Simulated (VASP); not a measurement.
# TlSe2 (R3m) in VASP: a series of runs

TlSe2 is run at these levels: PBE; tasks: single point.

Program: VASP 6.6.1. These are calculated values, not measurements. Logs are shortened: lines on timing, memory, paths and dates and some standing lists are left out, and cuts for length are marked.

**1. The cell of the first run**

Symmetry: R3m, No. 160, trigonal system. Conventional cell: a = 4.044 Å, b = 4.044 Å, c = 16.702 Å, α = 90.00°, β = 90.00°, γ = 120.00°. Tl (site symmetry 3m) has 7 Se at 2.91 to 3.82 Å and 6 Tl at 4.04 Å within 4.1 Å. Se (site symmetry 3m) has 4 Tl at 2.91 to 3.82 Å and 10 Se at 3.08 to 4.04 Å within 4.1 Å. Se (site symmetry 3m) has 3 Tl at 2.96 Å and 10 Se at 3.08 to 4.04 Å within 4.1 Å.

**2. Single point, PBE**

INCAR reads:

```
SYSTEM = TlSe2
ALGO = Normal ; EDIFF = 1E-7
ENCUT = 520 ; GGA = PE
ISIF = 2 ; ISMEAR = 0
LASPH = .True. ; LCHARG = .False.
LREAL = .False. ; LWAVE = .False.
NBANDS = 20 ; NELM = 80
PREC = Accurate ; SIGMA = 0.1
```

KPOINTS reads:

```
k-points
0
Gamma
  6 6 6
  0 0 0
```

POSCAR reads:

```
TlSe2
1.0
    2.0219648741      1.1673819644      5.5673440324
   -2.0219648741      1.1673819644      5.5673440324
    0.0000000000     -2.3347639287      5.5673440324
Tl Se
1 2
Direct
    0.0015546522      0.0015546522      0.0015546522
    0.7726291480      0.7726291480      0.7726291480
    0.5591161999      0.5591161999      0.5591161999
```

Potentials or basis: VASP PAW PBE potentials, release 64 (Tl_d, Se).

The run is started by

```sh
> cat potpaw_PBE.64/Tl_d/POTCAR potpaw_PBE.64/Se/POTCAR > POTCAR
> mpirun -np 1 vasp_std > vasp.out
```

OUTCAR:

```text
SYSTEM = TlSe2
   EDIFF = 1E-7
   ENCUT = 520
   GGA = PE
   ISIF = 2
   ISMEAR = 0
   LASPH = .True.
   LREAL = .False.
   NELM = 80
   PREC = Accurate

 ion  position               nearest neighbor table
   1  0.002  0.002  0.002-   2 2.91   2 2.91   2 2.91   3 2.96   3 2.96   3 2.96
   2  0.773  0.773  0.773-   1 2.91   1 2.91   1 2.91
   3  0.559  0.559  0.559-   1 2.96   1 2.96   1 2.96

  LATTYP: Found a trigonal (rhomboedric) cell.
 ALAT       =     6.0370888827
 COS(alpha) =     0.7756520687

  Lattice vectors:

 A1 = (   2.0219648741,   1.1673819644,   5.5673440324)
 A2 = (  -2.0219648741,   1.1673819644,   5.5673440324)
 A3 = (   0.0000000000,  -2.3347639287,   5.5673440324)

Analysis of symmetry for initial positions (statically):
=====================================================================
 Subroutine PRICEL returns:
 Original cell was already a primitive cell.

 Routine SETGRP: Setting up the symmetry group for a
 trigonal (rhombohedral) supercell.

 Subroutine GETGRP returns: Found  6 space group operations
 (whereof  6 operations were pure point group operations)
 out of a pool of 12 trial point group operations.

The static configuration has the point symmetry C_3v.

Analysis of symmetry for dynamics (positions and initial velocities):
=====================================================================
 Subroutine PRICEL returns:
 Original cell was already a primitive cell.

 Routine SETGRP: Setting up the symmetry group for a
 trigonal (rhombohedral) supercell.

 Subroutine GETGRP returns: Found  6 space group operations
 (whereof  6 operations were pure point group operations)
 out of a pool of 12 trial point group operations.

The dynamic configuration has the point symmetry C_3v.

 Subroutine INISYM returns: Found  6 space group operations
 (whereof  6 operations are pure point group operations),
 and found     1 'primitive' translations

----------------------------------------------------------------------------------------

                                     Primitive cell

  volume of cell :      78.8471

  direct lattice vectors                    reciprocal lattice vectors
     2.021964874  1.167381964  5.567344032     0.247284217  0.142769609  0.059872954
    -2.021964874  1.167381964  5.567344032    -0.247284217  0.142769609  0.059872954
     0.000000000 -2.334763929  5.567344032     0.000000000 -0.285539218  0.059872954

  length of vectors
     6.037088883  6.037088883  6.037088883     0.291748892  0.291748892  0.291748892

  position of ions in fractional coordinates (direct lattice)
     0.001554652  0.001554652  0.001554652
     0.772629148  0.772629148  0.772629148
     0.559116200  0.559116200  0.559116200

  ion indices of the primitive-cell ions
   primitive index   ion index
                 1           1
                 2           2
                 3           3

----------------------------------------------------------------------------------------

 KPOINTS: k-points

Automatic generation of k-mesh.
 Grid dimensions read from file:
 generate k-points for:    6    6    6

 Generating k-lattice:

  Cartesian coordinates                     Fractional coordinates (reciprocal lattice)
     0.041214036  0.023794935  0.009978826     0.166666667  0.000000000  0.000000000
    -0.041214036  0.023794935  0.009978826     0.000000000  0.166666667  0.000000000
     0.000000000 -0.047589870  0.009978826     0.000000000  0.000000000  0.166666667

  Length of vectors
     0.048624815  0.048624815  0.048624815

  Shift w.r.t. Gamma in fractional coordinates (k-lattice)
     0.000000000  0.000000000  0.000000000

 Subroutine IBZKPT returns following result:
 ===========================================

 Found     32 irreducible k-points:

 Following reciprocal coordinates:
            Coordinates               Weight
  0.000000  0.000000  0.000000      1.000000
  0.166667 -0.000000 -0.000000      6.000000
  0.333333 -0.000000 -0.000000      6.000000
  0.500000  0.000000 -0.000000      3.000000
  0.166667  0.166667 -0.000000      6.000000
  0.333333  0.166667 -0.000000     12.000000
[... 16 lines left out ...]
  0.500000  0.500000  0.166667      6.000000
 -0.333333  0.500000  0.166667     12.000000
 [... further k-points ...]
   k-points           NKPTS =     32   k-points in BZ     NKDIM =     32   number of bands    NBANDS=     20
   number of dos      NEDOS =    301   number of ions     NIONS =      3
   total plane-waves  NPLWV = 110592
   dimension x,y,z NGX =    48 NGY =   48 NGZ =   48
   dimension x,y,z NGXF=    96 NGYF=   96 NGZF=   96
   ions per type =               1   2
   NGX,Y,Z   is equivalent  to a cutoff of  13.22, 13.22, 13.22 a.u.
   NGXF,Y,Z  is equivalent  to a cutoff of  26.44, 26.44, 26.44 a.u.
 SYSTEM =  TlSe2
   PREC   = accura    normal or accurate (medium, high low for compatibility)
   ISTART =      0    job   : 0-new  1-cont  2-samecut
   ICHARG =      2    charge: 1-file 2-atom 10-const
   ISPIN  =      1    spin polarized calculation?
   LNONCOLLINEAR =      F non collinear calculations
   LSORBIT =      F    spin-orbit coupling
   LASPH  =      T    aspherical Exc in radial PAW
   ENCUT  =  520.0 eV  38.22 Ry    6.18 a.u.  11.22 11.22 11.22*2*pi/ulx,y,z
   NELM   =     80;   NELMIN=  2; NELMDL= -5     # of ELM steps
   EDIFF  = 0.1E-06   stopping-criterion for ELM
   LREAL  =      F    real-space projection
   EDIFFG = 0.1E-05   stopping-criterion for IOM
   NSW    =      0    number of steps for IOM
   IBRION =     -1    ionic relax: 0-MD 1-quasi-New 2-CG
   NFREE  =      0    steps in history (QN), initial steepest desc. (CG)
   ISIF   =      2    stress and relaxation
   ISYM   =      2    0-nonsym 1-usesym 2-fastsym
   POTIM  = 0.5000    time-step for ionic-motion
   TEBEG  =    0.0;   TEEND  =   0.0 temperature during run
   PSTRESS=    0.0 pullay stress
   NELECT =      25.0000    total number of electrons
   NUPDOWN=      -1.0000    fix difference up-down
   EMIN   =  10.00;   EMAX   =-10.00  energy-range for DOS
   EFERMI =   0.00;   METHOD = LEGACY
   ISMEAR =     0;   SIGMA  =   0.10  broadening in eV -4-tet -1-fermi 0-gaus
   EFERMI_NEDOS =   21; number of points for ismear=-14 and -15
   IALGO  =     38    algorithm
   IMIX   =      4    mixing-type and parameters
     AMIX     =   0.40;   BMIX     =  1.00
     AMIX_MAG =   1.60;   BMIX_MAG =  1.00
  volume/ion in A,a.u.               =      26.28       177.36
  Fermi-wavevector in a.u.,A,eV,Ry     =   1.116331  2.109559 16.955502  1.246194
  Thomas-Fermi vector in A             =   2.252944
   LORBIT       =      0    0 simple, 1 ext, 2 COOP (PROOUT), +10 PAW based schemes
   GGA     = PE    functional components
   LHFCALC =     F    Hartree Fock is set to
   AEXX    =    0.0000 exact exchange contribution
   IVDW    =     0    specifies the selected vdW correction
   LEPSILON=     F    determine dielectric tensor
   LRPA    =     F    only Hartree local field effects (RPA)
 non-spin polarized calculation
 Gauss-broadening in eV      SIGMA  =   0.10
  energy-cutoff  :      520.00
  volume of cell :       78.85
 maximum number of plane-waves:      2142
 NGX is ok and might be reduce to    48
   NGX = 23   NGY = 23   NGZ = 23

 number of electron      25.0000001 magnetization

 Free energy of the ion-electron system (eV)
  ---------------------------------------------------
  ext. energy  EPLUGINS =         0.00000000
  ---------------------------------------------------
  free energy    TOTEN  =        -8.88244279 eV

  energy without entropy =       -8.87142434  energy(sigma->0) =       -8.87693356

 E-fermi :   4.1085     XC(G=0):  -9.6232

 val. band max:        4.0769855573   @ k =  -0.3333  -0.3333   0.1667
 cond. band min:       4.1779289481   @ k =   0.5000   0.5000   0.5000
 fundamental gap:      0.1009433908
 Fermi energy:         4.1084822066

 k-point     1 :       0.0000    0.0000    0.0000
  band No.  band energies     occupation
      1      -9.8097      2.00000
      2      -7.5168      2.00000
      3      -6.9332      2.00000
      4      -6.9332      2.00000
      5      -6.9014      2.00000
      6      -6.8463      2.00000
[... 12 lines left out ...]
     19      12.4834      0.00000
     20      12.4834      0.00000

 k-point     2 :       0.1667   -0.0000   -0.0000
  band No.  band energies     occupation
      1      -9.6216      2.00000
      2      -7.7464      2.00000
      3      -6.9390      2.00000
      4      -6.8934      2.00000
      5      -6.8566      2.00000
      6      -6.8545      2.00000
[... 12 lines left out ...]
     19      13.3124      0.00000
     20      13.4641      0.00000

 k-point     3 :       0.3333   -0.0000   -0.0000
  band No.  band energies     occupation
      1      -9.1722      2.00000
      2      -8.0577      2.00000
      3      -6.9133      2.00000
      4      -6.8808      2.00000
      5      -6.8080      2.00000
      6      -6.7650      2.00000
[... 12 lines left out ...]
     19      13.5170      0.00000
     20      13.9995      0.00000

 k-point     4 :       0.5000    0.0000   -0.0000
  band No.  band energies     occupation
      1      -8.8688      2.00000
      2      -8.2310      2.00000
      3      -6.8915      2.00000
      4      -6.8713      2.00000
      5      -6.7654      2.00000
      6      -6.7078      2.00000
[... 12 lines left out ...]
     19      13.8631      0.00000
     20      15.3118      0.00000

 k-point     5 :       0.1667    0.1667   -0.0000
  band No.  band energies     occupation
      1      -9.5940      2.00000
      2      -7.7956      2.00000
      3      -6.9331      2.00000
      4      -6.8937      2.00000
      5      -6.8553      2.00000
      6      -6.8547      2.00000
[... 12 lines left out ...]
     19      13.0394      0.00000
     20      13.0830      0.00000
[... 353 lines left out ...]
      6      -6.6454      2.00000
[... 12 lines left out ...]
     19      12.7323      0.00000
     20      13.9873      0.00000

 k-point    22 :      -0.1667    0.3333    0.1667
  band No.  band energies     occupation
      1      -8.8532      2.00000
      2      -8.2550      2.00000
      3      -6.9137      2.00000
      4      -6.8467      2.00000
      5      -6.8028      2.00000
      6      -6.6780      2.00000
[... 12 lines left out ...]
     19      13.0690      0.00000
     20      14.4247      0.00000

 k-point    23 :       0.5000    0.5000    0.1667
  band No.  band energies     occupation
      1      -8.9425      2.00000
      2      -8.3055      2.00000
      3      -6.8735      2.00000
      4      -6.8278      2.00000
      5      -6.8088      2.00000
      6      -6.7416      2.00000
[... 12 lines left out ...]
     19      13.1096      0.00000
     20      13.6895      0.00000

 k-point    24 :      -0.3333    0.5000    0.1667
  band No.  band energies     occupation
      1      -8.7052      2.00000
      2      -8.3879      2.00000
      3      -6.9096      2.00000
      4      -6.8279      2.00000
      5      -6.7783      2.00000
      6      -6.6092      2.00000
[... 12 lines left out ...]
     19      12.9129      0.00000
     20      13.6258      0.00000

 [... further k-points ...]
[... 5 lines left out ...]
  --------------------------------------------------------------------------------------
  -------------------------------------------------------------------------------------
  Total        0.0111703      0.0111703     -0.1236787      0.0000000     -0.0000000      0.0000000
  in kB        0.2269807      0.2269807     -2.5131561      0.0000000     -0.0000000      0.0000000
  external PRESSURE =      -0.6863983 kB  Pullay stress =       0.0000000 kB

 VOLUME and BASIS-vectors are now :
 -----------------------------------------------------------------------------
  energy-cutoff  :      520.00
  volume of cell :       78.85
      direct lattice vectors                 reciprocal lattice vectors
     2.021964874  1.167381964  5.567344032     0.247284217  0.142769609  0.059872954
    -2.021964874  1.167381964  5.567344032    -0.247284217  0.142769609  0.059872954
     0.000000000 -2.334763929  5.567344032     0.000000000 -0.285539218  0.059872954

 POSITION                                       TOTAL-FORCE (eV/Angst)
 -----------------------------------------------------------------------------------
      0.00000      0.00000      0.02597         0.000000      0.000000      0.030161
      0.00000      0.00000     12.90448         0.000000     -0.000000     -0.020045
      0.00000      0.00000      9.33838         0.000000     -0.000000     -0.010116
 -----------------------------------------------------------------------------------
    total drift:                                0.000000      0.000000      0.000400

  FREE ENERGIE OF THE ION-ELECTRON SYSTEM (eV)
  ---------------------------------------------------
  free  energy   TOTEN  =        -8.8824427861 eV

  energy  without entropy=       -8.8714243367  energy(sigma->0) =       -8.87693356
```

Wall time 89 s (1 thread of Intel Xeon Platinum 8488C (Sapphire Rapids), shared host); peak memory 0.33 GiB.

What came out:

```
Free energy            : -8.8824 eV
Pressure               : -0.1 GPa
Largest force          : 0.030 eV/Å
Band gap on the k mesh : zero (an odd number of electrons rules out a gap without spin polarisation)
```

Forces in eV/Å, atoms in the order of the input:
```
Tl   0.000  0.000  0.030
Se   0.000  0.000 -0.020
Se   0.000  0.000 -0.010
```

Stress tensor (GPa, compression positive):
```
 0.02  0.00  0.00
 0.00  0.02  0.00
 0.00  0.00 -0.25
```

Caveat: spin-orbit coupling is left out, which moves the levels of the heavy elements.

**3. Single point, PBE**

INCAR reads:

```
PREC = Accurate
ENCUT = 520
EDIFF = 1E-7
ISMEAR = 0
SIGMA = 0.1
LREAL = False
LASPH = True
NELM = 100
ALGO = Normal
ISIF = 2
LWAVE = False
LCHARG = False
GGA = PE
NBANDS = 20
```

KPOINTS reads:

```
Automatic mesh
0
Gamma
  12 12 12
```

POSCAR reads:

```
TlSe2
1.0
    2.0236004465      1.1683262625      5.5523172985
   -2.0236004465      1.1683262625      5.5523172985
    0.0000000000     -2.3366525250      5.5523172985
Tl Se
1 2
Direct
    0.9980177135      0.9980177135      0.9980177135
    0.2274146168      0.2274146168      0.2274146168
    0.4412676696      0.4412676696      0.4412676696
```

Potentials or basis: VASP PAW PBE potentials, release 64 (Tl_d, Se).

The run is started by

```sh
> cat potpaw_PBE.64/Tl_d/POTCAR potpaw_PBE.64/Se/POTCAR > POTCAR
> mpirun -np 1 vasp_std > vasp.out
```

Run time: 7.2 min. Hardware: 1 thread of Intel Xeon Platinum 8488C (Sapphire Rapids), shared host; peak memory 0.51 GiB.

The run converged. Its results:

```
Free energy            : -8.8725 eV
Pressure               : 0.0 GPa
Largest force          : 0.018 eV/Å
Band gap on the k mesh : zero (an odd number of electrons rules out a gap without spin polarisation)
```

Forces on the atoms (eV/Å):
```
Tl   0.000  0.000  0.006
Se   0.000  0.000 -0.018
Se   0.000  0.000  0.012
```

Levels at points of the mesh, in eV from the Fermi level:
| k point | band 10 | band 11 | band 12 | band 13 | band 14 | band 15 | band 16 | band 17 |
| --- | --- | --- | --- | --- | --- | --- | --- | --- |
| (0.00, 0.00, 0.00) | -1.27 | -0.56 | -0.41 | -0.41 | -0.41 | 5.37 | 5.58 | 5.58 |
| (0.50, 0.00, 0.00) | -2.02 | -1.84 | -1.51 | -1.13 | 0.87 | 3.01 | 5.34 | 6.65 |
| (0.50, 0.50, 0.00) | -2.78 | -2.20 | -1.47 | 0.28 | 1.73 | 4.34 | 4.99 | 5.47 |
| (0.50, 0.50, 0.50) | -1.57 | -1.57 | 0.06 | 0.06 | 1.85 | 4.02 | 5.17 | 5.17 |

Caveat: spin-orbit coupling is left out, which moves the levels of the heavy elements.
